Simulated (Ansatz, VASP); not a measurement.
## One calculation of WS2, two programs

```
CELL_PARAMETERS angstrom
3.36018 0.00000 0.00000
0.00000 3.36018 0.00000
0.00000 0.00000 10.61190
ATOMIC_POSITIONS crystal
W 0.50000 0.50000 0.50000
S 0.50000 0.50000 0.91552
S 0.50000 0.50000 0.08448
```

Change from the starting cell: volume scaled by 0.96.

Alike in both runs: task single point; functional PBE; k mesh 8 × 8 × 3; occupations fermi-dirac, width 0.05 eV; no spin polarisation.

```csv
,VASP,Ansatz
version,VASP 6.6.1,Ansatz 0.2.0
potentials or method,"VASP PAW PBE potentials, release 64 (W_sv, S), cutoff 520 eV","all-electron LAPW, scalar-relativistic"
```

Ansatz gave:

| Property | Result |
| --- | --- |
| gap on the k mesh at the Fermi level (eV) | none |
| pressure (GPa) | -5.3 |
| traceless stress, the component that is largest in VASP (GPa) | 15.18 |
| rms of the force components (eV/Å) | 2.007 |

Problem. Estimate VASP's values.

Solution. gap on the k mesh at the Fermi level (eV): none; pressure (GPa): -5.6; traceless stress, the component that is largest in VASP (GPa): 14.55; rms of the force components (eV/Å): 1.822.

Atom by atom the forces differ by 0.184 eV/Å (rms over components). A gap of «none» marks a metal or a gap that the smearing closes. Ansatz ran all-electron here, and VASP with PAW potentials.

Spin-orbit coupling is off throughout.
